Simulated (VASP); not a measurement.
A run of VASP 6.6.1 is set up as follows.

The input POSCAR:

```
BN
1.0
    0.0000000000      1.8130010000      1.8130010000
    1.8130010000      0.0000000000      1.8130010000
    1.8130010000      1.8130010000      0.0000000000
N B
1 1
Direct
    0.2500000000      0.2500000000      0.2500000000
    0.0000000000      0.0000000000      0.0000000000
```

File INCAR.step1:

```
  ALGO = Normal
  EDIFF = 1E-5
  ENCUT = 520
  GGA = PE
  ISIF = 2
  ISMEAR = -1
  LASPH = T
  LCHARG = F
  LREAL = F
  LWAVE = T
  NBANDS = 11
  NELM = 100
  PREC = Accurate
  SIGMA = 0.05
```

Contents of INCAR.step2:

```
  AEXX = 0.25
  ALGO = Normal
  EDIFF = 1E-6
  ENCUT = 520
  GGA = PE
  ISIF = 2
  ISMEAR = -1
  ISTART = 1
  LASPH = T
  LCHARG = F
  LHFCALC = T
  LREAL = F
  LWAVE = F
  NBANDS = 11
  NELM = 100
  PREC = Accurate
  PRECFOCK = Normal
  SIGMA = 0.05
```

KPOINTS

```
k-points
0
Gamma
  8 8 8
```

Potentials or basis: VASP PAW PBE potentials, release 64 (N, B).

Launch:

```console
$ cat potpaw_PBE.64/N/POTCAR potpaw_PBE.64/B/POTCAR > POTCAR
$ cp INCAR.step1 INCAR
$ mpirun -np 1 vasp_std > vasp.out
$ cp INCAR.step2 INCAR
$ mpirun -np 1 vasp_std > vasp.out
```

Problem. Predict the band gap on the k mesh.

Solution. 6.54 eV, indirect (least direct gap 11.28 eV).

Problem. What does it give for the pressure?

Solution. -9.1 GPa.

Caveat: the PAW data sets were made with another functional, which shifts forces and pressure a little. A k mesh can miss the band edges.
